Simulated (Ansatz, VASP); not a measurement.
# Two plane-wave programs on BeZn3Te4

```xyz
8
Lattice="6.0517 0.0003 0.0004 0.0003 6.0522 -0.0004 -3.0256 -3.0266 6.0369" Properties=species:S:1:pos:R:3 pbc="T T T"
Be    3.0264    3.0258   -0.0003
Zn    0.0011   -0.0008    0.0002
Zn    3.0250    0.0004    3.0183
Zn   -0.0005    3.0269    3.0189
Te    4.4493    4.4500    1.4381
Te    1.6021    1.6033    1.4383
Te    1.4245   -1.4244    4.5992
Te   -1.4229    1.4224    4.5981
```

Change from the starting cell: cell x1, atoms moved at random (sigma 0.05 Å) and cell strained at random (1.5 %), then relaxed without symmetry.

Alike in both runs: functional PBE; k mesh 4 × 4 × 4; occupations gaussian, width 0.1 eV; no spin polarisation.

Ansatz relaxed the structure, and its values are those at the end. VASP's run is a single point on that final structure, the one shown.

|  | VASP | Ansatz |
| --- | --- | --- |
| version | VASP 6.6.1 | Ansatz 0.2.0 |
| potentials or method | VASP PAW PBE potentials, release 64 (Be, Zn, Te), cutoff 520 eV | scalar-relativistic, plane waves, PAW |
| valence electrons in the cell | 62 | 102 |

VASP gave:

- gap on the k mesh at the Fermi level (eV): 1.61
- least direct gap on the mesh (eV): 1.61
- pressure (GPa): 0.1

**Question.** What did Ansatz give for the same quantities?

**Answer.** gap on the k mesh at the Fermi level (eV): 1.61; least direct gap on the mesh (eV): 1.61; pressure (GPa): 0.0.

VASP's potentials hold 62 valence electrons a cell and Ansatz's 102, so a difference there can come from the potentials and not from the codes.

Spin-orbit coupling is off throughout.
